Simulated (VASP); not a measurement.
Crystal: ZnS.

```
Zn S
1.0
     3.82270    0.00000    0.00000
    -1.91135    3.31056    0.00000
     0.00000    0.00000   12.52000
Zn S
4 4
Direct
  0.66667 0.33333 0.75000
  0.33333 0.66667 0.25000
  0.00000 0.00000 0.50000
  0.00000 0.00000 0.00000
  0.66667 0.33333 0.93750
  0.33333 0.66667 0.43750
  0.00000 0.00000 0.68750
  0.00000 0.00000 0.18750
```

Base run:

* Program: VASP 6.6.1
* Functional: PBE
* Dispersion: D3(BJ)
* Potentials or basis: VASP PAW PBE potentials, release 64 (Zn, S)
* Cutoff: 520 eV
* k mesh: 8 × 8 × 3
* Occupations: fermi-dirac, width 0.05 eV
* Spin: no spin polarisation

Its results: band gap on the k mesh 2.13 eV; pressure -1.2 GPa; largest force 0.047 eV/Å.

Problem. The run is repeated on the same cell with these changes: functional from PBE to revPBE. What comes out?

Solution. Band gap on the k mesh 2.26 eV; pressure -2.2 GPa; largest force 0.052 eV/Å.

Caveats: an odd mesh through Γ misses points on the zone boundary, where band edges can lie; the PAW data sets were made with another functional, which shifts forces and pressure a little (at least some runs).
